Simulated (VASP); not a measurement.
Set up this calculation in VASP 6.6.1, as the native input.

- Task: single point
- Functional: PBE
- Potentials or basis: VASP PAW PBE potentials, release 64 (Sn_d)
- Cutoff: 520 eV
- k mesh: 19 × 19 × 19
- Occupations: fermi-dirac, width 0.1 eV
- Spin: no spin polarisation
- Dipole correction: no
- Further INCAR settings: ALGO = Normal; EDIFF = 1e-06; NBANDS = 13

The structure of Sn lies in POSCAR:

```
Sn
1.0
   -1.8241644988      1.8241644988      1.8241644988
    1.8241644988     -1.8241644988      1.8241644988
    1.8241644988      1.8241644988     -1.8241644988
Sn
1
Direct
    0.0000000000      0.0000000000      0.0000000000
```

This isn't the form of Sn at room conditions, which is tetragonal (white tin).

The input as run:

INCAR

```
PREC = Accurate ; ENCUT = 520
EDIFF = 1E-6 ; ISMEAR = -1
SIGMA = 0.1 ; LREAL = F
LASPH = T ; NELM = 100
ALGO = Normal ; ISIF = 2
LWAVE = F ; LCHARG = F
GGA = PE ; NBANDS = 13
```

KPOINTS

```
regular mesh
0
Gamma
  19 19 19
```

Potentials or basis: VASP PAW PBE potentials, release 64 (Sn_d).

Command:

```sh
$ cat potpaw_PBE.64/Sn_d/POTCAR > POTCAR
$ mpirun -np 1 vasp_std > vasp.out
```

It gave:

The pressure is 8.4 GPa. The band gap on the k mesh is zero (bands 7 and 8 overlap by 11.86 eV).

Caveat: the cell stands under pressure; spin-orbit coupling is left out, which moves the levels of the heavy elements.

Run time: 54 s on 1 thread of Intel Xeon 8259CL, with other jobs on the host, peak memory 0.19 GiB.
